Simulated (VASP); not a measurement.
# C in VASP: further runs, part 2 of 2

VASP 6.6.1. Earlier steps stand in the parts before.

## 4. Single point, PBE+D3(BJ) (dynamics (nvt langevin) at 800 K, volume x 1.02, from the last frame before)

INCAR

```
SYSTEM = C
ALGO = Normal
EDIFF = 1E-6
ENCUT = 520
GGA = PE
ISIF = 2
ISMEAR = -1
IVDW = 12
LASPH = .True.
LCHARG = .False.
LREAL = Auto
LWAVE = .False.
NBANDS = 51
NELM = 60
PREC = Accurate
SIGMA = 0.0689
```

KPOINTS

```
Automatic mesh
0
Gamma
  4 4 2
  0.5 0.5 0.5
```

POSCAR

```
C
1.0
    1.2361592083      3.5684842584     -3.3691771201
   -2.4723184166     -2.8547874067     -3.3691771201
   -4.9446368332      2.8547874067      3.3691771201
C
18
Direct
    0.7672623583      0.4166640546      0.7237725104
    0.0980012071      0.4468745979      0.0663055362
    0.4295904622      0.4153967883      0.3860069284
    0.7690042231      0.0807232610      0.3814211459
    0.1145727562      0.1181769082      0.7313423296
    0.4110477274      0.0894620562      0.0607210912
    0.7620090757      0.7663663042      0.0581288409
    0.1040435844      0.7760787060      0.4014389376
    0.4100852447      0.7654738673      0.7247101522
    0.8824589908      0.5486405078      0.9429381638
    0.2058144670      0.5332422619      0.2858891020
    0.5219911339      0.5269878554      0.6229301505
    0.8818350282      0.2048342419      0.5995696189
    0.2040751439      0.2208208213      0.9531454269
    0.5398323911      0.2091976135      0.2724207488
    0.8878832921      0.8737752444      0.2753119237
    0.2015208633      0.8957940271      0.6191079150
    0.5238246404      0.8627740774      0.9575387580
```

Potentials or basis: VASP PAW PBE potentials, release 64 (C).

The run is started by

```console
> cat potpaw_PBE.64/C/POTCAR > POTCAR
> mpirun -np 1 vasp_std > vasp.out
```

OUTCAR:

```text
SYSTEM = C
   EDIFF = 1E-6
   ENCUT = 520
   GGA = PE
   ISIF = 2
   ISMEAR = -1
   IVDW = 12
   LASPH = .True.
   LREAL = Auto
   NELM = 60
   PREC = Accurate
 IVDW          = 12

 ion  position               nearest neighbor table
   1  0.767  0.417  0.724-  10 1.43  13 1.44  12 1.48
   2  0.098  0.447  0.066-  11 1.40  10 1.42  14 1.43
   3  0.430  0.415  0.386-  15 1.38  11 1.42  12 1.50
   4  0.769  0.081  0.381-  16 1.38  13 1.42  15 1.50
   5  0.115  0.118  0.731-  17 1.37  14 1.41  13 1.46
   6  0.411  0.089  0.061-  15 1.39  14 1.43  18 1.43
[... 10 lines left out ...]
  17  0.202  0.896  0.619-   5 1.37   8 1.40   9 1.42
  18  0.524  0.863  0.958-   7 1.42   6 1.43   9 1.48

  LATTYP: Found a base centered monoclinic cell.
 ALAT       =     6.8878785305
 B/A-ratio  =     1.0768127250
 C/A-ratio  =     0.9624915373
 COS(beta)  =    -0.3186996602

  Lattice vectors:

 A1 = (   1.2361592083,   3.5684842584,  -3.3691771201)
 A2 = (  -2.4723184166,  -2.8547874067,  -3.3691771201)
[... 203 lines left out ...]
 fundamental gap:      0.7123267814
 Fermi energy:         4.6435085281

 k-point     1 :       0.1250    0.1250    0.2500
  band No.  band energies     occupation
      1     -14.6456      2.00000
      2     -13.9211      2.00000
      3     -12.8217      2.00000
      4     -12.7077      2.00000
      5     -11.0149      2.00000
      6     -10.7990      2.00000
[... 805 lines left out ...]
     47      11.6443      0.00000
     48      12.0213      0.00000
 [bands above 48 left out]

------------------------ aborting loop because EDIFF is reached ----------------------------------------

 Edisp (eV)   -2.78458

 E8    (eV) :    -0.7889

  FORCE on cell =-STRESS in cart. coord.  units (eV):
  Direction    XX          YY          ZZ          XY          YZ          ZX
  --------------------------------------------------------------------------------------
  -------------------------------------------------------------------------------------
  Total      -0.94188    -3.40813    -0.73560     0.56464    -0.09220     0.28981
  in kB      -9.40161   -34.01892    -7.34251     5.63612    -0.92030     2.89284
  external pressure =      -16.92 kB  Pullay stress =        0.00 kB

 VOLUME and BASIS-vectors are now :
 -----------------------------------------------------------------------------
  energy-cutoff  :      520.00
  volume of cell :      160.51
      direct lattice vectors                 reciprocal lattice vectors
     1.236159208  3.568484258 -3.369177120     0.000000000  0.155683903 -0.131914835
    -2.472318417 -2.854787407 -3.369177120    -0.134826215 -0.077841951 -0.131914835
    -4.944636833  2.854787407  3.369177120    -0.134826215  0.077841951  0.032978709

 POSITION                                       TOTAL-FORCE (eV/Angst)
 -----------------------------------------------------------------------------------
     -3.66046      3.61469     -1.55034        -0.840664     -2.703474     -0.148384
     -1.31153     -0.73673     -1.61239         1.889873      0.429566      0.034811
     -2.40462      1.44908     -1.54639        -4.019910     -0.401770      0.496680
     -1.13495      3.60261     -1.57781        -2.619115     -2.369623     -0.766899
     -3.76676      2.15931      1.67985        -0.006986     -3.210760      0.614221
     -0.01330      1.38477     -1.48173         0.273505      0.303042     -0.817308
[... 10 lines left out ...]
     -5.02684     -0.07076     -1.61116         2.097245      3.081397      0.086982
     -6.22020      2.13979     -1.44558         1.719240     -1.798822     -0.991515
 -----------------------------------------------------------------------------------
    total drift:                                0.020848      0.000378     -0.001863

  FREE ENERGIE OF THE ION-ELECTRON SYSTEM (eV)
  ---------------------------------------------------
  free  energy   TOTEN  =      -167.1310599816 eV

  energy  without entropy=     -167.1303740407  energy(sigma->0) =     -167.13071701
```

OSZICAR:

```text
N       E                     dE             d eps       ncg     rms          rms(c)
DAV:   1     0.280274764669E+03    0.28027E+03   -0.36877E+04  1632   0.132E+03
DAV:   2    -0.149694186242E+03   -0.42997E+03   -0.41383E+03  1986   0.281E+02
DAV:   3    -0.174220578462E+03   -0.24526E+02   -0.24310E+02  1992   0.669E+01
DAV:   4    -0.174671179826E+03   -0.45060E+00   -0.44949E+00  2128   0.969E+00
DAV:   5    -0.174682897350E+03   -0.11718E-01   -0.11709E-01  2120   0.152E+00    0.187E+01
DAV:   6    -0.166772654246E+03    0.79102E+01   -0.81419E+00  1912   0.104E+01    0.109E+01
DAV:   7    -0.164310344390E+03    0.24623E+01   -0.87397E+00  1984   0.105E+01    0.305E+00
DAV:   8    -0.164340494290E+03   -0.30150E-01   -0.22860E-01  1874   0.188E+00    0.860E-01
DAV:   9    -0.164345659320E+03   -0.51650E-02   -0.14806E-02  2064   0.545E-01    0.124E-01
DAV:  10    -0.164346181564E+03   -0.52224E-03   -0.13436E-03  2125   0.166E-01    0.593E-02
DAV:  11    -0.164346401041E+03   -0.21948E-03   -0.22700E-04  1984   0.705E-02    0.286E-02
DAV:  12    -0.164346480087E+03   -0.79046E-04   -0.84060E-05  1960   0.416E-02    0.546E-03
DAV:  13    -0.164346482227E+03   -0.21406E-05   -0.41805E-06  1944   0.887E-03    0.211E-03
DAV:  14    -0.164346482259E+03   -0.31987E-07   -0.30946E-07  1304   0.272E-03
   1 F= -.16713106E+03 E0= -.16713072E+03  d E =-.685941E-03
```

Wall time 3.9 min (1 thread of Intel Xeon 6975P-C, shared host); peak memory 0.29 GiB.

What came out:

```
Free energy                : -167.1311 eV
Pressure                   : -1.7 GPa
Largest force              : 4.070 eV/Å
Band gap on the k mesh     : 0.71 eV
Dispersion energy per atom : -0.155 eV
```

Forces in eV/Å, atoms in the order of the input:
```
C   -0.841 -2.703 -0.148
C    1.890  0.430  0.035
C   -4.020 -0.402  0.497
C   -2.619 -2.370 -0.767
C   -0.007 -3.211  0.614
C    0.274  0.303 -0.817
C    1.773  0.308  0.164
C    2.826  0.040  0.244
C   -0.197  3.476  0.773
C   -0.600 -0.526  0.674
C   -2.121 -0.656 -0.788
C    1.855 -0.095 -1.503
C   -2.494  0.794  0.339
C    0.419  0.513  0.052
C    0.354  2.979  1.048
C   -0.309 -0.162  0.490
C    2.097  3.081  0.087
C    1.719 -1.799 -0.992
```

Stress tensor (GPa, compression positive):
```
-0.94  0.56  0.29
 0.56 -3.40 -0.09
 0.29 -0.09 -0.73
```

Levels at points of the mesh, in eV from the valence-band top:
```csv
k point,band 34,band 35,band 36,band 37,band 38,band 39
"(0.12, 0.12, 0.25)",-1.81,-1.63,-1.54,2.14,2.34,2.43
```

Caveat: forces of over 1 eV/Å act on the atoms, so gaps and moduli don't describe the material at rest. A k mesh can miss the band edges.
